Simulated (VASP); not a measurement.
Here is a VASP 6.6.1 calculation.

INCAR

```
SYSTEM = NaI
PREC = Accurate
ENCUT = 520
EDIFF = 1E-6
ISMEAR = 0
SIGMA = 0.05
LREAL = .FALSE.
LASPH = .TRUE.
NELM = 80
ALGO = Normal
ISIF = 2
LWAVE = .FALSE.
LCHARG = .FALSE.
GGA = PE
NBANDS = 14
```

KPOINTS

```
regular mesh
0
G
  6 6 6
  0 0 0
```

POSCAR

```
NaI
1.0
    0.0000000000      3.2364000000      3.2364000000
    3.2364000000      0.0000000000      3.2364000000
    3.2364000000      3.2364000000      0.0000000000
Na I
1 1
Direct
    0.0000000000      0.0000000000      0.0000000000
    0.5675905327      0.4324094673      0.5675905327
```

Potentials or basis: VASP PAW PBE potentials, release 64 (Na_pv, I).

Command:

```bash
$ cat potpaw_PBE.64/Na_pv/POTCAR potpaw_PBE.64/I/POTCAR > POTCAR
$ mpirun -np 1 vasp_std > vasp.out
```

(1) Estimate the pressure.

(2) What does it give for the largest force?

Results:

(1) 1.6 GPa.

(2) 0.708 eV/Å.

Caveat: the cell differs from its parent crystal (all I atoms moved +0.438 Å, as atom 2 along Cartesian [0 1 0]).
